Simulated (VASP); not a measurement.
Wanted: the native input for a VASP 6.6.1 run.

| Item | Value |
| --- | --- |
| Task | single point |
| Functional | PBE |
| Potentials or basis | VASP PAW PBE potentials, release 64 (Sc_sv, Ir, C) |
| Cutoff | 520 eV |
| k mesh | 5 × 5 × 5 |
| Occupations | methfessel-paxton, width 0.05 eV |
| Spin | no spin polarisation |
| Dipole correction | no |
| Further INCAR settings | ALGO = Normal; EDIFF = 1e-06; NBANDS = 29 |

The structure of ScIr3C lies in POSCAR:

```
ScIr3C
1.0
    4.6003184618      0.0000000000      0.0000000000
    0.0000000000      4.6003184618      0.0000000000
    0.0000000000      0.0000000000      4.6003184618
Sc Ir C
1 3 1
Direct
    0.0000000000      0.0000000000      0.0000000000
    0.5000000000      0.0000000000      0.0000000000
    0.0000000000      0.5000000000      0.0000000000
    0.0000000000      0.0000000000      0.5000000000
    0.5000000000      0.5000000000      0.5000000000
```

One way to write it, as run:

INCAR

```
ALGO     = Normal         # electronic algorithm
EDIFF    = 1E-6           # SCF threshold, eV
ENCUT    = 520            # plane-wave cutoff, eV
GGA      = PE             # functional
ISIF     = 2              # what is computed and relaxed
ISMEAR   = 1              # smearing method
LASPH    = T              # aspherical terms in the spheres
LCHARG   = T              # write CHGCAR
LELF     = T              # ELF
LREAL    = F              # projectors in reciprocal space
LVHAR    = T            
LWAVE    = F              # write WAVECAR
NBANDS   = 29             # bands
NELM     = 60             # most SCF steps
PREC     = Accurate       # precision mode
SIGMA    = 0.05           # smearing width, eV
```

KPOINTS

```
k-points
0
Gamma
  5 5 5
```

Potentials or basis: VASP PAW PBE potentials, release 64 (Sc_sv, Ir, C).

Run with:

```sh
$ cat potpaw_PBE.64/Sc_sv/POTCAR potpaw_PBE.64/Ir/POTCAR potpaw_PBE.64/C/POTCAR > POTCAR
$ mpirun -np 1 vasp_std > vasp.out
```

Results of the run:

```yaml
Pressure: 5.1 GPa
Band_gap_on_the_k_mesh: zero (band 21 reaches 3.96 eV, above the bottom of band 22 at 3.52 eV)
```

Caveat: spin-orbit coupling is left out, which moves the levels of the heavy elements.

Run time: 16 s on 1 thread of Intel(R) Xeon(R) 6975P-C (Granite Rapids) (shared host), peak memory 0.21 GiB.
